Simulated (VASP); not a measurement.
Set up this calculation in VASP 6.6.1, as the native input.

- Task: single point
- Functional: LDA
- Potentials or basis: VASP PAW LDA potentials, release 64 (Zr_sv, In_d)
- Cutoff: 520 eV
- k mesh: 12 × 12 × 9
- Occupations: fermi-dirac, width 0.05 eV
- Spin: collinear spin, zero start
- Starting moments: [0.0, 0.0] μB
- Fixed moment: 0 μB
- Dipole correction: no
- Further INCAR settings: ALGO = Normal; EDIFF = 1e-07; NBANDS = 24

The structure of ZrIn lies in POSCAR:

```
ZrIn
1.0
    3.1406491600      0.0000000000      0.0000000000
    0.0000000000      3.1406491600      0.0000000000
    0.0000000000      0.0000000000      4.4541007200
Zr In
1 1
Direct
    0.0000000000      0.0000000000      0.0000000000
    0.5000000000      0.5000000000      0.5000000000
```

One way to write it, as run:

INCAR

```
SYSTEM = ZrIn
PREC = Accurate ; ENCUT = 520
EDIFF = 1E-7 ; ISMEAR = -1
SIGMA = 0.05 ; LREAL = .False.
LASPH = .True. ; NELM = 150
ALGO = Normal ; ISIF = 2
LWAVE = .False. ; LCHARG = .False.
ISPIN = 2 ; MAGMOM = 0 0
LORBIT = 11 ; NUPDOWN = 0.0
LMAXMIX = 4 ; NBANDS = 24
```

KPOINTS

```
regular mesh
0
Gamma
  12 12 9
  0 0 0
```

Potentials or basis: VASP PAW LDA potentials, release 64 (Zr_sv, In_d).

The run is started by

```bash
$ cat potpaw_LDA.64/Zr_sv/POTCAR potpaw_LDA.64/In_d/POTCAR > POTCAR
$ mpirun -np 1 vasp_std > vasp.out
```

Results of the run:

| Quantity | Value |
| --- | --- |
| Pressure | -5.9 GPa |
| Net moment | 0.00 μB per cell |
| Valence electrons inside the program's atomic spheres | Zr 9.81; In 11.58 |

Caveat: the cell stands under tension; the total moment is fixed, so each spin has its own Fermi level.

It took 74 s on 1 thread of Intel(R) Xeon(R) 6975P-C (Granite Rapids) (shared host), peak memory 0.31 GiB.
